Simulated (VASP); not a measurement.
# Hf in VASP: single point with PBEsol+D3(BJ)

Aim: the single point of Hf with PBEsol+D3(BJ).

Everything below comes from runs of VASP 6.6.1. Logs are shortened: lines on timing, memory, paths and dates and some standing lists are left out, and cuts for length are marked.

### 1 The cell of the first run

The cell holds a slab with vacuum, 3 atoms: a = 3.126 Å, b = 3.126 Å, c = 24.970 Å, α = 90.00°, β = 90.00°, γ = 120.00°.

### 2 Single point, PBEsol+D3(BJ)

File INCAR:

```
PREC = Accurate
ENCUT = 400
EDIFF = 1E-6
ISMEAR = 1
SIGMA = 0.1
LREAL = False
LASPH = True
NELM = 120
ALGO = Normal
ISIF = 2
LWAVE = False
LCHARG = False
LDIPOL = True
IDIPOL = 3
DIPOL = 0.5 0.5 0.377
GGA = PS
IVDW = 12
NBANDS = 22
GGA_COMPAT = False
NELMDL = -8
```

File KPOINTS:

```
Automatic mesh
0
Gamma
  12 12 1
```

File POSCAR:

```
Hf
1.0
    3.1257956439      0.0000000000      0.0000000000
   -1.5628978220      2.7070184347      0.0000000000
    0.0000000000      0.0000000000     24.9702770678
Hf
3
Direct
    0.6666666667      0.3333333333      0.2803332931
    0.3333333333      0.6666666667      0.3757453352
    0.6666666667      0.3333333333      0.4759152168
```

Potentials or basis: VASP PAW PBE potentials, release 64 (Hf_pv).

On the command line:

```bash
$ cat potpaw_PBE.64/Hf_pv/POTCAR > POTCAR
$ mpirun -np 1 vasp_std > vasp.out
```

OUTCAR:

```text
PREC = Accurate
   ENCUT = 400
   EDIFF = 1E-6
   ISMEAR = 1
   LREAL = False
   LASPH = True
   NELM = 120
   ISIF = 2
   GGA = PS
   IVDW = 12
   NELMDL = -8
 IVDW          = 12

 ion  position               nearest neighbor table
   1  0.667  0.333  0.280-   2 2.99   2 2.99   2 2.99
   2  0.333  0.667  0.376-   1 2.99   1 2.99   1 2.99   3 3.08   3 3.08   3 3.08
   3  0.667  0.333  0.476-   2 3.08   2 3.08   2 3.08

  LATTYP: Found a hexagonal cell.
 ALAT       =     3.1257956439
 C/A-ratio  =     7.9884547528

  Lattice vectors:

 A1 = (   3.1257956439,   0.0000000000,   0.0000000000)
 A2 = (  -1.5628978220,   2.7070184347,   0.0000000000)
 A3 = (   0.0000000000,   0.0000000000,  24.9702770678)

Analysis of symmetry for initial positions (statically):
=====================================================================
 Subroutine PRICEL returns:
 Original cell was already a primitive cell.

 Routine SETGRP: Setting up the symmetry group for a
 hexagonal supercell.

 Subroutine GETGRP returns: Found  6 space group operations
 (whereof  6 operations were pure point group operations)
 out of a pool of 24 trial point group operations.

The static configuration has the point symmetry C_3v.

Analysis of symmetry for dynamics (positions and initial velocities):
=====================================================================
 Subroutine PRICEL returns:
 Original cell was already a primitive cell.

 Routine SETGRP: Setting up the symmetry group for a
 hexagonal supercell.

 Subroutine GETGRP returns: Found  6 space group operations
 (whereof  6 operations were pure point group operations)
 out of a pool of 24 trial point group operations.

The dynamic configuration has the point symmetry C_3v.

 Subroutine INISYM returns: Found  6 space group operations
 (whereof  6 operations are pure point group operations),
 and found     1 'primitive' translations

----------------------------------------------------------------------------------------

                                     Primitive cell

  volume of cell :     211.2882

  direct lattice vectors                    reciprocal lattice vectors
     3.125795644  0.000000000  0.000000000     0.319918547  0.184705059  0.000000000
    -1.562897822  2.707018435  0.000000000     0.000000000  0.369410118  0.000000000
     0.000000000  0.000000000 24.970277068     0.000000000  0.000000000  0.040047613

  length of vectors
     3.125795644  3.125795644 24.970277068     0.369410118  0.369410118  0.040047613

[... 75 lines left out ...]
   NELM   =    120;   NELMIN=  2; NELMDL= -8     # of ELM steps
   EDIFF  = 0.1E-05   stopping-criterion for ELM
   LREAL  =      F    real-space projection
[... 7 lines left out ...]
   TEBEG  =    0.0;   TEEND  =   0.0 temperature during run
   PSTRESS=    0.0 pullay stress
   NELECT =      30.0000    total number of electrons
   NUPDOWN=      -1.0000    fix difference up-down
   EMIN   =  10.00;   EMAX   =-10.00  energy-range for DOS
   EFERMI =   0.00;   METHOD = LEGACY
   ISMEAR =     1;   SIGMA  =   0.10  broadening in eV -4-tet -1-fermi 0-gaus
   EFERMI_NEDOS =   21; number of points for ismear=-14 and -15
   IALGO  =     38    algorithm
   IMIX   =      4    mixing-type and parameters
     AMIX     =   0.40;   BMIX     =  1.00
     AMIX_MAG =   1.60;   BMIX_MAG =  1.00
  volume/ion in A,a.u.               =      70.43       475.28
  Fermi-wavevector in a.u.,A,eV,Ry     =   0.854064  1.613946  9.924424  0.729425
  Thomas-Fermi vector in A             =   1.970602
   LORBIT       =      0    0 simple, 1 ext, 2 COOP (PROOUT), +10 PAW based schemes
   GGA     = PS    functional components
   LHFCALC =     F    Hartree Fock is set to
   AEXX    =    0.0000 exact exchange contribution
   IVDW    =    12    specifies the selected vdW correction
   LEPSILON=     F    determine dielectric tensor
   LRPA    =     F    only Hartree local field effects (RPA)
 non-spin polarized calculation
 Methfessel and Paxton  Order N= 1 SIGMA  =   0.10
  energy-cutoff  :      400.00
  volume of cell :      211.29
 maximum number of plane-waves:      3873
   NGX = 11   NGY = 11   NGZ = 81

 dipolmoment           0.000000      0.000000      0.000752 electrons x Angstroem

 number of electron      29.9999990 magnetization

 dipolmoment           0.000000      0.000000     -0.003797 electrons x Angstroem

 Free energy of the ion-electron system (eV)
  ---------------------------------------------------
  ext. energy  EPLUGINS =         0.00000000
  ---------------------------------------------------
  free energy    TOTEN  =       -29.43773603 eV

  energy without entropy =      -29.43700187  energy(sigma->0) =      -29.43749131

 E-fermi :  -1.4333     XC(G=0):  -4.3203

 val. band max:       -1.4377954472   @ k =   0.4167   0.0833   0.0000
 cond. band min:      -1.4300162745   @ k =   0.4167   0.0000   0.0000
 fundamental gap:      0.0077791727
 Fermi energy:        -1.4333051109

 k-point     1 :       0.0000    0.0000    0.0000
  band No.  band energies     occupation
      1     -32.3142      2.00000
      2     -32.1174      2.00000
      3     -31.6318      2.00000
      4     -31.6318      2.00000
      5     -31.5872      2.00000
      6     -31.5872      2.00000
[... 464 lines left out ...]
     21       2.5143      0.00000
     22       2.9081      0.00000

------------------------ aborting loop because EDIFF is reached ----------------------------------------

 vacuum level on the upper side and lower side of the slab       (xc-potential included)        -0.046         0.033

 Edisp (eV)   -0.97782

 E8    (eV) :    -0.7560

  FORCE on cell =-STRESS in cart. coord.  units (eV):
  Direction    XX          YY          ZZ          XY          YZ          ZX
  --------------------------------------------------------------------------------------
  -------------------------------------------------------------------------------------
  Total      -2.61685    -2.61685    -0.92907     0.00000     0.00000    -0.00000
  in kB     -19.84332   -19.84332    -7.04501     0.00000     0.00000    -0.00000
  external pressure =      -15.58 kB  Pullay stress =        0.00 kB

 VOLUME and BASIS-vectors are now :
 -----------------------------------------------------------------------------
  energy-cutoff  :      400.00
  volume of cell :      211.29
      direct lattice vectors                 reciprocal lattice vectors
     3.125795644  0.000000000  0.000000000     0.319918547  0.184705059  0.000000000
    -1.562897822  2.707018435  0.000000000     0.000000000  0.369410118  0.000000000
     0.000000000  0.000000000 24.970277068     0.000000000  0.000000000  0.040047613

 POSITION                                       TOTAL-FORCE (eV/Angst)
 -----------------------------------------------------------------------------------
      1.56290      0.90234      7.00000         0.000000     -0.000000     -0.029683
     -0.00000      1.80468      9.38247         0.000000     -0.000000      0.413535
      1.56290      0.90234     11.88373        -0.000000      0.000000     -0.383852
 -----------------------------------------------------------------------------------
    total drift:                               -0.000000      0.000000      0.001131

  FREE ENERGIE OF THE ION-ELECTRON SYSTEM (eV)
  ---------------------------------------------------
  free  energy   TOTEN  =       -30.4155570148 eV

  energy  without entropy=      -30.4148228534  energy(sigma->0) =      -30.41531229

 vacuum level on the upper side and lower side of the slab         2.797         2.988
```

stdout:

```text
POSCAR found type information on POSCAR Hf
 POSCAR found :  1 types and       3 ions
 scaLAPACK will be used
 -----------------------------------------------------------------------------
|                                                                             |
|                                                                             |
|     You enforced a specific xc type in the INCAR file but a different       |
|     I HOPE YOU KNOW WHAT YOU ARE DOING!                                     |
|                                                                             |
 -----------------------------------------------------------------------------

 LDA part: xc-table for (Slater+PW92), standard interpolation
 POSCAR, INCAR and KPOINTS ok, starting setup
 FFT: planning ... GRIDC
 FFT: planning ... GRID_SOFT
 FFT: planning ... GRID
 WAVECAR not read
 entering main loop
```

Run time: 4.6 min. Hardware: 1 thread of Intel Xeon 8259CL, shared host; peak memory 0.26 GiB.

Results:

- Free energy: -30.4156 eV
- Largest force: 0.414 eV/Å
- Band gap on the k mesh: zero (bands 15 and 16 overlap by 1.18 eV)
- Dispersion energy per atom: -0.326 eV

Forces in eV/Å, atoms in the order of the input:
```
Hf   0.000  0.000 -0.030
Hf   0.000  0.000  0.414
Hf   0.000  0.000 -0.384
```

Caveat: the PAW data sets were made with another functional, which shifts forces and pressure a little; spin-orbit coupling is left out, which moves the levels of the heavy elements.
